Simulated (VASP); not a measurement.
A run of VASP 6.6.1 is set up as follows.

The input INCAR:

```
SYSTEM = PdPt3Se8
PREC = Accurate ; ENCUT = 500
EDIFF = 1E-6 ; ISMEAR = 0
SIGMA = 0.02 ; LREAL = .False.
LASPH = .True. ; NELM = 120
ALGO = Normal ; ISIF = 2
LWAVE = .False. ; LCHARG = .False.
GGA = PE ; NBANDS = 56
GGA_COMPAT = .False.
```

The input KPOINTS:

```
Automatic mesh
0
Gamma
  12 12 2
  0 0 0
```

Contents of POSCAR:

```
PdPt3Se8
1.0
    3.7515632057      0.0000000000      0.0000000000
   -1.8757816029      3.2489490401      0.0000000000
    0.0000000000      0.0000000000     25.0014484751
Pd Pt Se
1 3 8
Direct
    0.0000000000      0.0000000000      0.0000000000
    0.0000000000      0.0000000000      0.2446150282
    0.0000000000      0.0000000000      0.5000000000
    0.0000000000      0.0000000000      0.7553849718
    0.3333333333      0.6666666667      0.0520913059
    0.3333333333      0.6666666667      0.2969266583
    0.3333333333      0.6666666667      0.5522661643
    0.3333333333      0.6666666667      0.8076303621
    0.6666666667      0.3333333333      0.1923696379
    0.6666666667      0.3333333333      0.4477338357
    0.6666666667      0.3333333333      0.7030733417
    0.6666666667      0.3333333333      0.9479086941
```

Potentials or basis: VASP PAW PBE potentials, release 64 (Pd, Pt, Se).

Command:

```sh
$ cat potpaw_PBE.64/Pd/POTCAR potpaw_PBE.64/Pt/POTCAR potpaw_PBE.64/Se/POTCAR > POTCAR
$ mpirun -np 1 vasp_std > vasp.out
```

(1) Estimate the largest force.

(2) Predict the pressure.

(3) Predict the band gap on the k mesh.

Results:

(1) 0.004 eV/Å.

(2) 0.0 GPa.

(3) 0.41 eV, indirect (least direct gap 0.68 eV).

Caveat: spin-orbit coupling is left out, which moves the levels of the heavy elements; this functional lacks dispersion, which binds the layers, so the pressure and a relaxed spacing across them are unreliable.
